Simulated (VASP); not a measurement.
A run of VASP 6.6.1 is set up as follows.

The input INCAR:

```
PREC     = Accurate       # precision mode
ENCUT    = 520            # plane-wave cutoff, eV
EDIFF    = 1E-6           # SCF threshold, eV
ISMEAR   = -1             # smearing method
SIGMA    = 0.05           # smearing width, eV
LREAL    = False          # projectors in reciprocal space
LASPH    = True           # aspherical terms in the spheres
NELM     = 80             # most SCF steps
ALGO     = Normal         # electronic algorithm
ISIF     = 2              # what is computed and relaxed
LWAVE    = False          # write WAVECAR
LCHARG   = False          # write CHGCAR
GGA      = PE             # functional
NBANDS   = 12             # bands
```

The input KPOINTS:

```
regular mesh
0
Gamma
  17 17 15
```

Contents of POSCAR:

```
V
1.0
    1.9863740257      0.0000000000      0.0000000000
   -0.9931870129      1.7202503677      0.0000000000
    0.0000000000      0.0000000000      1.8699724829
V
1
Direct
    0.0000000000      0.0000000000      0.0000000000
```

Potentials or basis: VASP PAW PBE potentials, release 64 (V_sv).

Launch:

```console
$ cat potpaw_PBE.64/V_sv/POTCAR > POTCAR
$ mpirun -np 1 vasp_std > vasp.out
```

Question: Predict the pressure.

Answer: 585.1 GPa.

Stress tensor (GPa, compression positive):
```
576.51   0.00   0.00
  0.00 576.51   0.00
  0.00   0.00 602.23
```
